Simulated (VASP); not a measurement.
# SiMo3 (Pm-3m) in VASP: a series of runs

The runs below take SiMo3 through relaxation of cell and atoms, single point, with r2SCAN.

Everything below comes from runs of VASP 6.6.1. Logs are shortened: lines on timing, memory, paths and dates and some standing lists are left out, and cuts for length are marked.

## (1) The cell of the first run

The structure is cubic, space group Pm-3m (No. 221). The conventional cell has a = 3.867 Å, b = 3.867 Å, c = 3.867 Å, α = 90.00°, β = 90.00°, γ = 90.00°. Within 3.6 Å of Si (site symmetry m-3m) lie 12 Mo at 2.73 Å. Within 3.6 Å of Mo (site symmetry 4/mmm) lie 4 Si at 2.73 Å and 8 Mo at 2.73 Å.

## (2) Relaxation of cell and atoms, r2SCAN

POSCAR

```
SiMo3
1.0
    3.8674625842      0.0000000000      0.0000000000
    0.0000000000      3.8674625842      0.0000000000
    0.0000000000      0.0000000000      3.8674625842
Si Mo
1 3
Direct
    0.0000000000      0.0000000000      0.0000000000
    0.0000000000      0.5000000000      0.5000000000
    0.5000000000      0.0000000000      0.5000000000
    0.5000000000      0.5000000000      0.0000000000
```

INCAR.step1

```
  PREC = Accurate
  ENCUT = 600
  ISMEAR = 0
  SIGMA = 0.1
  LREAL = F
  LASPH = T
  NELM = 60
  GGA = PE
  ALGO = Normal
  EDIFF = 1E-4
  LWAVE = T
  LCHARG = F
```

INCAR.step2

```
  PREC = Accurate
  ENCUT = 600
  EDIFF = 1E-6
  ISMEAR = 0
  SIGMA = 0.1
  LREAL = F
  LASPH = T
  NELM = 60
  ALGO = Normal
  ISIF = 3
  LWAVE = F
  LCHARG = F
  METAGGA = R2SCAN
  LMIXTAU = T
  IBRION = 2
  NSW = 90
  EDIFFG = -0.04
  ISTART = 1
```

KPOINTS

```
regular mesh
0
Gamma
  4 4 4
```

Potentials or basis: VASP PAW PBE potentials, release 64 (Si, Mo_sv).

Run with:

```sh
cat potpaw_PBE.64/Si/POTCAR potpaw_PBE.64/Mo_sv/POTCAR > POTCAR
cp INCAR.step1 INCAR
mpirun -np 1 vasp_std > vasp.out
cp INCAR.step2 INCAR
mpirun -np 1 vasp_std > vasp.out
```

OUTCAR:

```text
PREC = Accurate
   ENCUT = 600
   EDIFF = 1E-6
   ISMEAR = 0
   LREAL = F
   LASPH = T
   NELM = 60
   ISIF = 3
   METAGGA = R2SCAN
   IBRION = 2
   NSW = 90
   EDIFFG = -0.04
   ISTART = 1

 ion  position               nearest neighbor table
   1  0.000  0.000  0.000-   2 2.73   3 2.73   4 2.73   2 2.73   3 2.73   2 2.73   4 2.73   2 2.73
                             3 2.73   4 2.73   3 2.73   4 2.73
   2  0.000  0.500  0.500-   1 2.73   3 2.73   4 2.73   1 2.73   4 2.73   1 2.73   3 2.73   1 2.73
                             3 2.73   4 2.73   4 2.73   3 2.73
   3  0.500  0.000  0.500-   1 2.73   2 2.73   4 2.73   1 2.73   4 2.73   2 2.73   4 2.73   4 2.73
                             1 2.73   2 2.73   1 2.73   2 2.73
   4  0.500  0.500  0.000-   1 2.73   2 2.73   3 2.73   2 2.73   3 2.73   1 2.73   3 2.73   3 2.73
                             1 2.73   2 2.73   2 2.73   1 2.73

  LATTYP: Found a simple cubic cell.
 ALAT       =     3.8674625842

  Lattice vectors:

 A1 = (   3.8674625842,   0.0000000000,   0.0000000000)
 A2 = (   0.0000000000,   3.8674625842,   0.0000000000)
 A3 = (   0.0000000000,   0.0000000000,   3.8674625842)

Analysis of symmetry for initial positions (statically):
=====================================================================
 Subroutine PRICEL returns:
 Original cell was already a primitive cell.

 Routine SETGRP: Setting up the symmetry group for a
 simple cubic supercell.

 Subroutine GETGRP returns: Found 48 space group operations
 (whereof 48 operations were pure point group operations)
 out of a pool of 48 trial point group operations.

The static configuration has the point symmetry O_h .

Analysis of symmetry for dynamics (positions and initial velocities):
=====================================================================
 Subroutine PRICEL returns:
 Original cell was already a primitive cell.

 Routine SETGRP: Setting up the symmetry group for a
 simple cubic supercell.

 Subroutine GETGRP returns: Found 48 space group operations
 (whereof 48 operations were pure point group operations)
 out of a pool of 48 trial point group operations.

The dynamic configuration has the point symmetry O_h .

 Subroutine INISYM returns: Found 48 space group operations
 (whereof 48 operations are pure point group operations),
 and found     1 'primitive' translations

----------------------------------------------------------------------------------------

                                     Primitive cell

  volume of cell :      57.8467

  direct lattice vectors                    reciprocal lattice vectors
     3.867462584  0.000000000  0.000000000     0.258567466  0.000000000  0.000000000
     0.000000000  3.867462584  0.000000000     0.000000000  0.258567466  0.000000000
     0.000000000  0.000000000  3.867462584     0.000000000  0.000000000  0.258567466

  length of vectors
     3.867462584  3.867462584  3.867462584     0.258567466  0.258567466  0.258567466

  position of ions in fractional coordinates (direct lattice)
     0.000000000  0.000000000  0.000000000
     0.000000000  0.500000000  0.500000000
     0.500000000  0.000000000  0.500000000
     0.500000000  0.500000000  0.000000000

  ion indices of the primitive-cell ions
   primitive index   ion index
                 1           1
                 2           2
                 3           3
                 4           4

----------------------------------------------------------------------------------------

 KPOINTS: regular mesh

Automatic generation of k-mesh.
 Grid dimensions read from file:
 generate k-points for:    4    4    4

 Generating k-lattice:

  Cartesian coordinates                     Fractional coordinates (reciprocal lattice)
     0.064641866  0.000000000  0.000000000     0.250000000  0.000000000  0.000000000
     0.000000000  0.064641866  0.000000000     0.000000000  0.250000000  0.000000000
     0.000000000  0.000000000  0.064641866     0.000000000  0.000000000  0.250000000

  Length of vectors
     0.064641866  0.064641866  0.064641866

  Shift w.r.t. Gamma in fractional coordinates (k-lattice)
     0.000000000  0.000000000  0.000000000

 Subroutine IBZKPT returns following result:
 ===========================================

 Found     10 irreducible k-points:

 Following reciprocal coordinates:
            Coordinates               Weight
  0.000000  0.000000  0.000000      1.000000
  0.250000  0.000000  0.000000      6.000000
  0.500000  0.000000  0.000000      3.000000
  0.250000  0.250000  0.000000     12.000000
  0.500000  0.250000  0.000000     12.000000
  0.500000  0.500000  0.000000      3.000000
  0.250000  0.250000  0.250000      8.000000
  0.500000  0.250000  0.250000     12.000000
  0.500000  0.500000  0.250000      6.000000
  0.500000  0.500000  0.500000      1.000000
   k-points           NKPTS =     10   k-points in BZ     NKDIM =     10   number of bands    NBANDS=     27
   number of dos      NEDOS =    301   number of ions     NIONS =      4
   total plane-waves  NPLWV =  32768
   dimension x,y,z NGX =    32 NGY =   32 NGZ =   32
   dimension x,y,z NGXF=    64 NGYF=   64 NGZF=   64
   ions per type =               1   3
   NGX,Y,Z   is equivalent  to a cutoff of  13.76, 13.76, 13.76 a.u.
   NGXF,Y,Z  is equivalent  to a cutoff of  27.51, 27.51, 27.51 a.u.
 SYSTEM =  unknown system
   PREC   = accura    normal or accurate (medium, high low for compatibility)
   ISTART =      1    job   : 0-new  1-cont  2-samecut
   ICHARG =      0    charge: 1-file 2-atom 10-const
   ISPIN  =      1    spin polarized calculation?
   LNONCOLLINEAR =      F non collinear calculations
   LSORBIT =      F    spin-orbit coupling
   LASPH  =      T    aspherical Exc in radial PAW
   ENCUT  =  600.0 eV  44.10 Ry    6.64 a.u.   7.72  7.72  7.72*2*pi/ulx,y,z
   NELM   =     60;   NELMIN=  2; NELMDL=  0     # of ELM steps
   EDIFF  = 0.1E-05   stopping-criterion for ELM
   LREAL  =      F    real-space projection
   EDIFFG = -.4E-01   stopping-criterion for IOM
   NSW    =     90    number of steps for IOM
   IBRION =      2    ionic relax: 0-MD 1-quasi-New 2-CG
   NFREE  =      1    steps in history (QN), initial steepest desc. (CG)
   ISIF   =      3    stress and relaxation
   ISYM   =      2    0-nonsym 1-usesym 2-fastsym
   POTIM  = 0.5000    time-step for ionic-motion
   TEBEG  =    0.0;   TEEND  =   0.0 temperature during run
   PSTRESS=    0.0 pullay stress
   NELECT =      46.0000    total number of electrons
   NUPDOWN=      -1.0000    fix difference up-down
   EMIN   =  10.00;   EMAX   =-10.00  energy-range for DOS
   EFERMI =   0.00;   METHOD = LEGACY
   ISMEAR =     0;   SIGMA  =   0.10  broadening in eV -4-tet -1-fermi 0-gaus
   EFERMI_NEDOS =   21; number of points for ismear=-14 and -15
   IALGO  =     38    algorithm
   IMIX   =      4    mixing-type and parameters
     AMIX     =   0.40;   BMIX     =  1.00
     AMIX_MAG =   1.60;   BMIX_MAG =  1.00
  volume/ion in A,a.u.               =      14.46        97.59
  Fermi-wavevector in a.u.,A,eV,Ry     =   1.516706  2.866158 31.298790  2.300396
  Thomas-Fermi vector in A             =   2.626059
   LORBIT       =      0    0 simple, 1 ext, 2 COOP (PROOUT), +10 PAW based schemes
   METAGGA = R2SCAN    functional components
   LHFCALC =     F    Hartree Fock is set to
   AEXX    =    0.0000 exact exchange contribution
   IVDW    =     0    specifies the selected vdW correction
   LEPSILON=     F    determine dielectric tensor
   LRPA    =     F    only Hartree local field effects (RPA)
 conjugate gradient relaxation of ions
 non-spin polarized calculation
 Gauss-broadening in eV      SIGMA  =   0.10
  energy-cutoff  :      600.00
  volume of cell :       57.85
 maximum number of plane-waves:      1956
 NGX is ok and might be reduce to    32

--------------------------------------- Ionic step        1  -------------------------------------------

 number of electron      45.9999997 magnetization

 Free energy of the ion-electron system (eV)
  ---------------------------------------------------
  ext. energy  EPLUGINS =         0.00000000
  ---------------------------------------------------
  free energy    TOTEN  =       -86.95392113 eV

  energy without entropy =      -86.93014526  energy(sigma->0) =      -86.94203320

------------------------ aborting loop because EDIFF is reached ----------------------------------------

  FORCE on cell =-STRESS in cart. coord.  units (eV):
  Direction    XX          YY          ZZ          XY          YZ          ZX
  --------------------------------------------------------------------------------------
  -------------------------------------------------------------------------------------
  Total        2.5409737      2.5409737      2.5409737     -0.0000000      0.0000000      0.0000000
  in kB       70.3772651     70.3772651     70.3772651     -0.0000000      0.0000000      0.0000000
  external PRESSURE =      70.3772651 kB  Pullay stress =       0.0000000 kB
[... 61 lines left out ...]
  energy  without entropy=      -86.7900443026  energy(sigma->0) =      -86.79990516

--------------------------------------- Ionic step        3  -------------------------------------------

 number of electron      45.9999991 magnetization

 Free energy of the ion-electron system (eV)
  ---------------------------------------------------
  ext. energy  EPLUGINS =         0.00000000
  ---------------------------------------------------
  free energy    TOTEN  =       -86.98777320 eV

  energy without entropy =      -86.96507669  energy(sigma->0) =      -86.97642495

 E-fermi :  12.6873     XC(G=0): -14.1473

 val. band max:       12.6813152743   @ k =   0.5000   0.5000   0.0000
 cond. band min:      12.7071159891   @ k =   0.5000   0.0000   0.0000
 fundamental gap:      0.0258007149
 Fermi energy:        12.6873350529

 k-point     1 :       0.0000    0.0000    0.0000
  band No.  band energies     occupation
      1     -50.5999      2.00000
      2     -50.2656      2.00000
      3     -50.2656      2.00000
      4     -24.4206      2.00000
      5     -24.4206      2.00000
      6     -24.4206      2.00000
[... 320 lines left out ...]
  FREE ENERGIE OF THE ION-ELECTRON SYSTEM (eV)
  ---------------------------------------------------
  free  energy   TOTEN  =       -86.9877731984 eV

  energy  without entropy=      -86.9650766922  energy(sigma->0) =      -86.97642495

 reached required accuracy - stopping structural energy minimisation
```

It took 67 s on 1 thread of Intel Xeon 6975P-C (Granite Rapids), shared host; peak memory 0.2 GiB.

What came out:

```
Free energy                           : -86.9878 eV
Relaxed volume                        : 14.86 Å³/atom
Relaxed cell                          : a = 3.903 Å, b = 3.903 Å, c = 3.903 Å, α = 90.00°, β = 90.00°, γ = 90.00°
Space group after relaxing (to 0.1 Å) : Pm-3m (No. 221)
Energy gained by relaxing             : 8.5 meV/atom
Ionic steps                           : 3
Pressure after relaxing               : -0.1 GPa
Band gap on the k mesh                : zero (bands 23 and 24 overlap by 0.97 eV)
```

Step by step:
```tsv
step	energy change (eV)	largest force (eV/Å)	pressure (GPa)	volume (Å³)
1	0.0000	0.0000	7.04	57.85
2	0.1442	0.0000	-13.80	63.33
3	-0.0339	0.0000	-0.13	59.46
```

Final structure:
```
Si Mo
1.0
     3.90306    0.00000    0.00000
     0.00000    3.90306    0.00000
     0.00000    0.00000    3.90306
Si Mo
1 3
Direct
  0.00000 0.00000 0.00000
  0.00000 0.50000 0.50000
  0.50000 0.00000 0.50000
  0.50000 0.50000 0.00000
```

Caveat: the k points lie up to 0.40 Å⁻¹ apart in the final cell, too coarse for converged energies and pressures of a metal; the PAW data sets were made with another functional, which shifts forces and pressure a little.

## (3) Single point, r2SCAN

This run uses another cell than the first one, of 14.84 Å³/atom.

POSCAR

```
SiMo3
1.0
    3.9006050250      0.0000000000      0.0000000000
    0.0000000000      3.9006050250      0.0000000000
    0.0000000000      0.0000000000      3.9006050250
Si Mo
1 3
Direct
    0.0000000000      0.0000000000      0.0000000000
    0.0000000000      0.5000000000      0.5000000000
    0.5000000000      0.0000000000      0.5000000000
    0.5000000000      0.5000000000      0.0000000000
```

INCAR.step1

```
PREC = Accurate
ENCUT = 520
ISMEAR = 0
SIGMA = 0.1
LREAL = F
LASPH = T
NELM = 80
NBANDS = 31
GGA = PE
ALGO = Normal
EDIFF = 1E-4
LWAVE = T
LCHARG = F
```

INCAR.step2

```
PREC = Accurate
ENCUT = 520
EDIFF = 1E-7
ISMEAR = 0
SIGMA = 0.1
LREAL = F
LASPH = T
NELM = 80
ALGO = Normal
ISIF = 2
LWAVE = F
LCHARG = T
METAGGA = R2SCAN
LMIXTAU = T
LELF = T
LVHAR = T
NBANDS = 31
ISTART = 1
```

KPOINTS

```
regular mesh
0
Gamma
  12 12 12
```

Potentials or basis: VASP PAW PBE potentials, release 64 (Si, Mo_sv).

Run with:

```sh
cat potpaw_PBE.64/Si/POTCAR potpaw_PBE.64/Mo_sv/POTCAR > POTCAR
cp INCAR.step1 INCAR
mpirun -np 1 vasp_std > vasp.out
cp INCAR.step2 INCAR
mpirun -np 1 vasp_std > vasp.out
```

Run time: 3.6 min. Hardware: 1 thread of Intel Xeon 6975P-C (Granite Rapids), shared host; peak memory 0.25 GiB.

It converged, with:

| Quantity | Value |
| --- | --- |
| Free energy | -86.8305 eV |
| Pressure | 0.8 GPa |
| Band gap on the k mesh | zero (bands 23 and 24 overlap by 1.31 eV) |

Levels at points of the mesh, in eV from the Fermi level:
```tsv
k point	band 21	band 22	band 23	band 24	band 25	band 26
(0.00, 0.00, 0.00)	-1.08	-1.08	0.11	0.11	0.11	2.54
(0.50, 0.00, 0.00)	-1.56	-1.31	-1.16	0.02	0.29	0.29
(0.50, 0.50, 0.00)	-1.51	-1.51	-0.06	-0.02	-0.02	-0.02
(0.50, 0.50, 0.50)	-1.78	-1.78	-0.01	-0.01	-0.01	1.08
```

Caveat: the PAW data sets were made with another functional, which shifts forces and pressure a little.

## (4) Single point, r2SCAN

This run uses another cell than the first one: it holds 8 atoms, not 4.

POSCAR

```
SiMo3
1.0
    3.9006050250      0.0000000000      0.0000000000
    0.0000000000      3.9006050250      0.0000000000
    0.0000000000      0.0000000000      7.8012100500
Si Mo
2 6
Direct
    0.0000000000      0.0000000000      0.5000000000
    0.0000000000      0.0000000000      0.0000000000
    0.0000000000      0.5000000000      0.2500000000
    0.0000000000      0.5000000000      0.7500000000
    0.5000000000      0.0000000000      0.2500000000
    0.5000000000      0.0000000000      0.7500000000
    0.5000000000      0.5000000000      0.0000000000
    0.5000000000      0.5000000000      0.5000000000
```

INCAR.step1

```
SYSTEM = SiMo3
PREC = Accurate
ENCUT = 520
ISMEAR = 0
SIGMA = 0.1
LREAL = .FALSE.
LASPH = .TRUE.
NELM = 100
NBANDS = 56
GGA = PE
ALGO = Normal
EDIFF = 1E-4
LWAVE = .TRUE.
LCHARG = .FALSE.
```

INCAR.step2

```
SYSTEM = SiMo3
PREC = Accurate
ENCUT = 520
EDIFF = 1E-7
ISMEAR = 0
SIGMA = 0.1
LREAL = .FALSE.
LASPH = .TRUE.
NELM = 100
ALGO = Normal
ISIF = 2
LWAVE = .FALSE.
LCHARG = .FALSE.
METAGGA = R2SCAN
LMIXTAU = .TRUE.
NBANDS = 56
ISTART = 1
```

KPOINTS

```
regular mesh
0
G
  6 6 4
  0 0 0
```

Run with:

```sh
cat potpaw_PBE.64/Si/POTCAR potpaw_PBE.64/Mo_sv/POTCAR > POTCAR
cp INCAR.step1 INCAR
mpirun -np 1 vasp_std > vasp.out
cp INCAR.step2 INCAR
mpirun -np 1 vasp_std > vasp.out
```

Run time: 6.8 min. Hardware: 1 thread of Intel Xeon 6975P-C (Granite Rapids), shared host; peak memory 0.32 GiB.

The run converged, but its numbers aren't listed here, since they failed a check.

Caveat: the PAW data sets were made with another functional, which shifts forces and pressure a little.
